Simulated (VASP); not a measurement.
Set up this calculation in VASP 6.6.1, as the native input.

```
Task                   : relaxation of cell and atoms
Functional             : PBE
Potentials or basis    : VASP PAW PBE potentials, release 64 (Ag, B)
Cutoff                 : 600 eV
k mesh                 : 4 × 4 × 4
Occupations            : gaussian, width 0.1 eV
Spin                   : no spin polarisation
Dipole correction      : no
Further INCAR settings : ALGO = Normal; EDIFF = 1e-06; IBRION = 2; EDIFFG = -0.04; NSW = 90; ISIF = 3
```

The structure of Ag3B lies in POSCAR:

```
Ag3B
1.0
    4.0780493800      0.0000000000      0.0000000000
    0.0000000000      4.0780493800      0.0000000000
    0.0000000000      0.0000000000      4.0780493800
Ag B
3 1
Direct
    0.5000000000      0.5000000000      0.0000000000
    0.5000000000      0.0000000000      0.5000000000
    0.0000000000      0.5000000000      0.5000000000
    0.0000000000      0.0000000000      0.0000000000
```

The cell was built from a structure type or drawn by symmetry, and may not be a known phase.

One way to write it, as run:

INCAR

```
PREC = Accurate
ENCUT = 600
EDIFF = 1E-6
ISMEAR = 0
SIGMA = 0.1
LREAL = F
LASPH = T
NELM = 100
ALGO = Normal
ISIF = 3
LWAVE = F
LCHARG = F
GGA = PE
IBRION = 2
NSW = 90
EDIFFG = -0.04
```

KPOINTS

```
regular mesh
0
Gamma
  4 4 4
```

Potentials or basis: VASP PAW PBE potentials, release 64 (Ag, B).

Launch:

```console
$ cat potpaw_PBE.64/Ag/POTCAR potpaw_PBE.64/B/POTCAR > POTCAR
$ mpirun -np 1 vasp_std > vasp.out
```

It gave:

```
Relaxed volume                        : 15.41 Å³/atom
Relaxed cell                          : a = 3.950 Å, b = 3.950 Å, c = 3.950 Å, α = 90.00°, β = 90.00°, γ = 90.00°
Space group after relaxing (to 0.1 Å) : Pm-3m (No. 221)
Energy gained by relaxing             : 41.1 meV/atom
Ionic steps                           : 3
Pressure after relaxing               : 0.0 GPa
Band gap on the k mesh                : zero (bands 18 and 19 overlap by 3.34 eV)
```

Caveat: the k points lie up to 0.40 Å⁻¹ apart in the final cell, too coarse for converged energies and pressures of a metal.

It took 52 s on 1 thread of Intel(R) Xeon(R) Platinum 8259CL CPU @ 2.50GHz (Skylake/Cascade Lake) (shared host), peak memory 0.22 GiB.
